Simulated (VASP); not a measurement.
BaTiO3, 5 atoms in the cell. The typed cell holds 5 atoms: a = 3.979 Å, b = 3.973 Å, c = 3.968 Å, α = 89.74°, β = 90.07°, γ = 90.12°. 

| Quantity | Value |
| --- | --- |
| Program | VASP 6.6.1 |
| Task | single point |
| Functional | PBE |
| Potentials or basis | VASP PAW PBE potentials, release 64 (Ba_sv, Ti_sv, O) |
| Cutoff | 520 eV |
| k mesh | 5 × 5 × 5, shifted |
| Occupations | fermi-dirac, width 0.1 eV |
| Spin | no spin polarisation |
| Dipole correction | no |
| k mesh for the DOS | 8 × 8 × 8 |
| Occupations for the DOS | tetrahedron |
| Further INCAR settings | ALGO = Normal; EDIFF = 1e-06; NBANDS = 28 |

Potentials or basis: VASP PAW PBE potentials, release 64 (Ba_sv, Ti_sv, O).

Launch:

```console
$ cat potpaw_PBE.64/Ba_sv/POTCAR potpaw_PBE.64/Ti_sv/POTCAR potpaw_PBE.64/O/POTCAR > POTCAR
$ cp INCAR.step1 INCAR
$ cp KPOINTS.step1 KPOINTS
$ mpirun -np 1 vasp_std > vasp.out
$ cp INCAR.step2 INCAR
$ cp KPOINTS.step2 KPOINTS
$ mpirun -np 1 vasp_std > vasp.out
```

Hardware: 1 thread of Intel(R) Xeon(R) Platinum 8259CL CPU @ 2.50GHz (Skylake/Cascade Lake) (shared host).

Q: Estimate the wall time of this run.

A: Run time: 4.8 min on 1 thread of Intel(R) Xeon(R) Platinum 8259CL CPU @ 2.50GHz (Skylake/Cascade Lake), on a shared host, peak memory 0.51 GiB. Counts: k points 260.
